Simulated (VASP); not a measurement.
# Li in VASP: further runs

Li is run at these levels: PBE; tasks: single point.

All numbers are computed with VASP 6.6.1; they aren't measurements. Logs are shortened: lines on timing, memory, paths and dates and some standing lists are left out, and cuts for length are marked.

## 1. The cell of the first run

The typed cell holds 2 atoms: a = 3.054 Å, b = 3.068 Å, c = 4.995 Å, α = 90.21°, β = 90.57°, γ = 120.43°.

## 2. Single point, PBE (equal xy, yz and zx shear strains of -1 %)

Contents of INCAR:

```
PREC = Accurate
ENCUT = 520
EDIFF = 1E-6
ISMEAR = -1
SIGMA = 0.05
LREAL = False
LASPH = True
NELM = 100
ALGO = Normal
ISIF = 2
LWAVE = False
LCHARG = True
GGA = PE
LELF = True
LVHAR = True
NBANDS = 10
```

Contents of KPOINTS:

```
regular mesh
0
Gamma
  16 16 9
```

Contents of POSCAR:

```
Li
1.0
    3.0544211484     -0.0152721057     -0.0152721057
   -1.5404366058      2.6528423613     -0.0055899787
   -0.0249760070     -0.0249760070      4.9952014055
Li
2
Direct
    0.3333333333      0.6666666667      0.2500000000
    0.6666666667      0.3333333333      0.7500000000
```

Potentials or basis: VASP PAW PBE potentials, release 64 (Li_sv).

Launch:

```bash
$ cat potpaw_PBE.64/Li_sv/POTCAR > POTCAR
$ mpirun -np 1 vasp_std > vasp.out
```

OUTCAR:

```text
PREC = Accurate
   ENCUT = 520
   EDIFF = 1E-6
   ISMEAR = -1
   LREAL = False
   LASPH = True
   NELM = 100
   ISIF = 2
   GGA = PE

 ion  position               nearest neighbor table
   1  0.333  0.667  0.250-
   2  0.667  0.333  0.750-

  LATTYP: Found a triclinic cell.
 ALAT       =     3.0412762576
 B/A-ratio  =     1.0043472704
 C/A-ratio  =     1.6425098744
 COS(alpha) =     0.0099745013
 COS(beta)  =     0.0136846555
 COS(gamma) =     0.4934979113

  Lattice vectors:

 A1 = (   1.5139845426,   2.6375702556,  -0.0208620844)
 A2 = (   3.0544211484,  -0.0152721057,  -0.0152721057)
 A3 = (   0.0249760070,   0.0249760070,  -4.9952014055)

Analysis of symmetry for initial positions (statically):
=====================================================================
 Subroutine PRICEL returns:
 Original cell was already a primitive cell.

 Routine SETGRP: Setting up the symmetry group for a
 triclinic supercell.

 Subroutine GETGRP returns: Found  2 space group operations
 (whereof  2 operations were pure point group operations)
 out of a pool of  2 trial point group operations.

The static configuration has the point symmetry S_2 .

Analysis of symmetry for dynamics (positions and initial velocities):
=====================================================================
 Subroutine PRICEL returns:
 Original cell was already a primitive cell.

 Routine SETGRP: Setting up the symmetry group for a
 triclinic supercell.

 Subroutine GETGRP returns: Found  2 space group operations
 (whereof  2 operations were pure point group operations)
 out of a pool of  2 trial point group operations.

The dynamic configuration has the point symmetry S_2 .

 Subroutine INISYM returns: Found  2 space group operations
 (whereof  2 operations are pure point group operations),
 and found     1 'primitive' translations

----------------------------------------------------------------------------------------

                                     Primitive cell

  volume of cell :      40.3561

  direct lattice vectors                    reciprocal lattice vectors
     3.054421148 -0.015272106 -0.015272106     0.328360632  0.190675952  0.002595183
    -1.540436606  2.652842361 -0.005589979     0.001899806  0.378061345  0.001899806
    -0.024976007 -0.024976007  4.995201405     0.001006041  0.001006041  0.200202189

  length of vectors
     3.054497508  3.067661777  4.995326284     0.379716681  0.378070891  0.200207244

  position of ions in fractional coordinates (direct lattice)
     0.333333333  0.666666667  0.250000000
     0.666666667  0.333333333  0.750000000

  ion indices of the primitive-cell ions
   primitive index   ion index
                 1           1
                 2           2

----------------------------------------------------------------------------------------

 KPOINTS: regular mesh

Automatic generation of k-mesh.
 Grid dimensions read from file:
 generate k-points for:   16   16    9

 Generating k-lattice:

  Cartesian coordinates                     Fractional coordinates (reciprocal lattice)
     0.020522539  0.011917247  0.000162199     0.062500000 -0.000000000  0.000000000
     0.000118738  0.023628834  0.000118738    -0.000000000  0.062500000  0.000000000
     0.000111782  0.000111782  0.022244688     0.000000000  0.000000000  0.111111111

  Length of vectors
     0.023732293  0.023629431  0.022245249

  Shift w.r.t. Gamma in fractional coordinates (k-lattice)
     0.000000000  0.000000000  0.000000000

 Subroutine IBZKPT returns following result:
 ===========================================

 Found   1154 irreducible k-points:

 Following reciprocal coordinates:
            Coordinates               Weight
  0.000000  0.000000  0.000000      1.000000
  0.062500  0.000000  0.000000      2.000000
  0.125000  0.000000  0.000000      2.000000
  0.187500  0.000000  0.000000      2.000000
  0.250000  0.000000  0.000000      2.000000
  0.312500  0.000000 -0.000000      2.000000
[... 16 lines left out ...]
 -0.187500  0.062500 -0.000000      2.000000
 -0.125000  0.062500  0.000000      2.000000
 [... further k-points ...]
   k-points           NKPTS =   1154   k-points in BZ     NKDIM =   1154   number of bands    NBANDS=     10
   number of dos      NEDOS =    301   number of ions     NIONS =      2
   total plane-waves  NPLWV =  23040
   dimension x,y,z NGX =    24 NGY =   24 NGZ =   40
   dimension x,y,z NGXF=    48 NGYF=   48 NGZF=   80
   ions per type =               2
   NGX,Y,Z   is equivalent  to a cutoff of  13.06, 13.01, 13.31 a.u.
   NGXF,Y,Z  is equivalent  to a cutoff of  26.12, 26.01, 26.62 a.u.
 SYSTEM =  unknown system
   PREC   = accura    normal or accurate (medium, high low for compatibility)
   ISTART =      0    job   : 0-new  1-cont  2-samecut
   ICHARG =      2    charge: 1-file 2-atom 10-const
   ISPIN  =      1    spin polarized calculation?
   LNONCOLLINEAR =      F non collinear calculations
   LSORBIT =      F    spin-orbit coupling
   LASPH  =      T    aspherical Exc in radial PAW
   ENCUT  =  520.0 eV  38.22 Ry    6.18 a.u.   5.68  5.70  9.29*2*pi/ulx,y,z
   NELM   =    100;   NELMIN=  2; NELMDL= -5     # of ELM steps
   EDIFF  = 0.1E-05   stopping-criterion for ELM
   LREAL  =      F    real-space projection
   EDIFFG = 0.1E-04   stopping-criterion for IOM
   NSW    =      0    number of steps for IOM
   IBRION =     -1    ionic relax: 0-MD 1-quasi-New 2-CG
   NFREE  =      0    steps in history (QN), initial steepest desc. (CG)
   ISIF   =      2    stress and relaxation
   ISYM   =      2    0-nonsym 1-usesym 2-fastsym
   POTIM  = 0.5000    time-step for ionic-motion
   TEBEG  =    0.0;   TEEND  =   0.0 temperature during run
   PSTRESS=    0.0 pullay stress
   NELECT =       6.0000    total number of electrons
   NUPDOWN=      -1.0000    fix difference up-down
   EMIN   =  10.00;   EMAX   =-10.00  energy-range for DOS
   EFERMI =   0.00;   METHOD = LEGACY
   ISMEAR =    -1;   SIGMA  =   0.05  broadening in eV -4-tet -1-fermi 0-gaus
   EFERMI_NEDOS =   21; number of points for ismear=-14 and -15
   IALGO  =     38    algorithm
   IMIX   =      4    mixing-type and parameters
     AMIX     =   0.40;   BMIX     =  1.00
     AMIX_MAG =   1.60;   BMIX_MAG =  1.00
  volume/ion in A,a.u.               =      20.18       136.17
  Fermi-wavevector in a.u.,A,eV,Ry     =   0.867273  1.638908 10.233783  0.752162
  Thomas-Fermi vector in A             =   1.985783
   LORBIT       =      0    0 simple, 1 ext, 2 COOP (PROOUT), +10 PAW based schemes
   GGA     = PE    functional components
   LHFCALC =     F    Hartree Fock is set to
   AEXX    =    0.0000 exact exchange contribution
   IVDW    =     0    specifies the selected vdW correction
   LEPSILON=     F    determine dielectric tensor
   LRPA    =     F    only Hartree local field effects (RPA)
 non-spin polarized calculation
  energy-cutoff  :      520.00
  volume of cell :       40.36
 maximum number of plane-waves:      1102
   NGX = 11   NGY = 11   NGZ = 19

 number of electron       6.0000001 magnetization

 Free energy of the ion-electron system (eV)
  ---------------------------------------------------
  ext. energy  EPLUGINS =         0.00000000
  ---------------------------------------------------
  free energy    TOTEN  =        -3.81810647 eV

  energy without entropy =       -3.81113231  energy(sigma->0) =       -3.81461939

 E-fermi :   0.6335     XC(G=0):  -7.0553

 val. band max:        0.6330827658   @ k =   0.5000  -0.0000   0.1111
 cond. band min:       0.6372138445   @ k =   0.5000  -0.1875   0.3333
 fundamental gap:      0.0041310787
 Fermi energy:         0.6334726690

 k-point     1 :       0.0000    0.0000    0.0000
  band No.  band energies     occupation
      1     -45.8829      2.00000
      2     -45.8646      2.00000
      3      -2.9289      2.00000
      4       0.6117      1.21410
      5       3.5647      0.00000
      6      13.0711      0.00000
      7      13.2214      0.00000
      8      14.4645      0.00000
      9      14.6266      0.00000
     10      15.1310      0.00000

 k-point     2 :       0.0625    0.0000    0.0000
  band No.  band energies     occupation
      1     -45.8822      2.00000
      2     -45.8643      2.00000
      3      -2.8660      2.00000
      4       0.6947      0.45396
      5       3.5891      0.00000
      6      12.5391      0.00000
      7      12.5804      0.00000
      8      14.5407      0.00000
      9      14.8051      0.00000
     10      15.0714      0.00000

 k-point     3 :       0.1250    0.0000    0.0000
  band No.  band energies     occupation
      1     -45.8804      2.00000
      2     -45.8634      2.00000
      3      -2.6773      2.00000
      4       0.9436      0.00404
      5       3.6580      0.00000
      6      11.0887      0.00000
      7      11.7330      0.00000
      8      14.4299      0.00000
      9      14.7683      0.00000
     10      14.9736      0.00000

 k-point     4 :       0.1875    0.0000    0.0000
  band No.  band energies     occupation
      1     -45.8776      2.00000
      2     -45.8621      2.00000
      3      -2.3627      2.00000
      4       1.3577      0.00000
      5       3.7531      0.00000
      6       9.4891      0.00000
      7      10.9314      0.00000
      8      13.7199      0.00000
      9      14.0853      0.00000
     10      14.4772      0.00000
[... 222 lines left out ...]
 k-point    22 :      -0.2500    0.0625   -0.0000
  band No.  band energies     occupation
      1     -45.8757      2.00000
      2     -45.8613      2.00000
      3      -2.1134      2.00000
      4       1.6849      0.00000
      5       3.8141      0.00000
      6       8.6754      0.00000
      7      10.0830      0.00000
      8      13.0170      0.00000
      9      13.4706      0.00000
     10      14.1786      0.00000

 k-point    23 :      -0.1875    0.0625   -0.0000
  band No.  band energies     occupation
      1     -45.8788      2.00000
      2     -45.8626      2.00000
      3      -2.4908      2.00000
      4       1.1894      0.00003
      5       3.7196      0.00000
      6      10.2070      0.00000
      7      10.8341      0.00000
      8      14.2357      0.00000
      9      14.4797      0.00000
     10      14.6410      0.00000

 k-point    24 :      -0.1250    0.0625    0.0000
  band No.  band energies     occupation
      1     -45.8810      2.00000
      2     -45.8637      2.00000
      3      -2.7419      2.00000
      4       0.8586      0.02191
      5       3.6345      0.00000
      6      11.5395      0.00000
      7      11.8285      0.00000
      8      14.5718      0.00000
      9      14.8726      0.00000
     10      14.9980      0.00000

 [... further k-points ...]
[... 5 lines left out ...]
  --------------------------------------------------------------------------------------
  -------------------------------------------------------------------------------------
  Total       -0.0129214     -0.0114155     -0.0018700      0.0251106      0.0156031      0.0156109
  in kB       -0.5129910     -0.4532076     -0.0742409      0.9969163      0.6194602      0.6197704
  external PRESSURE =      -0.3468132 kB  Pullay stress =       0.0000000 kB

 VOLUME and BASIS-vectors are now :
 -----------------------------------------------------------------------------
  energy-cutoff  :      520.00
  volume of cell :       40.36
      direct lattice vectors                 reciprocal lattice vectors
     3.054421148 -0.015272106 -0.015272106     0.328360632  0.190675952  0.002595183
    -1.540436606  2.652842361 -0.005589979     0.001899806  0.378061345  0.001899806
    -0.024976007 -0.024976007  4.995201405     0.001006041  0.001006041  0.200202189

 POSITION                                       TOTAL-FORCE (eV/Angst)
 -----------------------------------------------------------------------------------
     -0.01506      1.75723      1.23998         0.004785     -0.000088      0.000206
      1.50407      0.85537      3.73436        -0.004785      0.000088     -0.000206
 -----------------------------------------------------------------------------------
    total drift:                               -0.000000      0.000000     -0.000000

  FREE ENERGIE OF THE ION-ELECTRON SYSTEM (eV)
  ---------------------------------------------------
  free  energy   TOTEN  =        -3.8181064660 eV

  energy  without entropy=       -3.8111323102  energy(sigma->0) =       -3.81461939
```

Wall time 2.9 min (1 thread of AMD EPYC 9R14 (Zen 4), shared host); peak memory 0.4 GiB.

What came out:

| Quantity | Value |
| --- | --- |
| Free energy | -3.8181 eV |
| Largest force | 0.005 eV/Å |
| Band gap on the k mesh | zero (band 3 reaches 2.50 eV, above the bottom of band 4 at -1.56 eV) |

Forces on the atoms (eV/Å):
```
Li   0.005  0.000  0.000
Li  -0.005  0.000  0.000
```

Levels at points of the mesh, in eV from the Fermi level:
```tsv
k point	band 1	band 2	band 3	band 4	band 5	band 6	band 7	band 8
(0.00, 0.00, 0.00)	-46.52	-46.50	-3.56	-0.02	2.93	12.44	12.59	13.83
(0.50, 0.00, 0.00)	-46.50	-46.49	-0.05	1.09	4.74	5.88	6.31	7.92
(0.00, 0.50, 0.00)	-46.50	-46.49	-0.08	1.05	4.69	5.85	6.27	7.90
(0.50, 0.50, 0.00)	-46.50	-46.49	-0.11	1.01	4.65	5.82	6.23	7.89
```

Caveat: the cell differs from its parent crystal (equal xy, yz and zx shear strains of -1 %); the cutoff is under 1.25 times the usual one of these potentials, so pressure, stress and relaxed cells hold a basis-set (Pulay) error.

(Continued in part 2 of 2.)
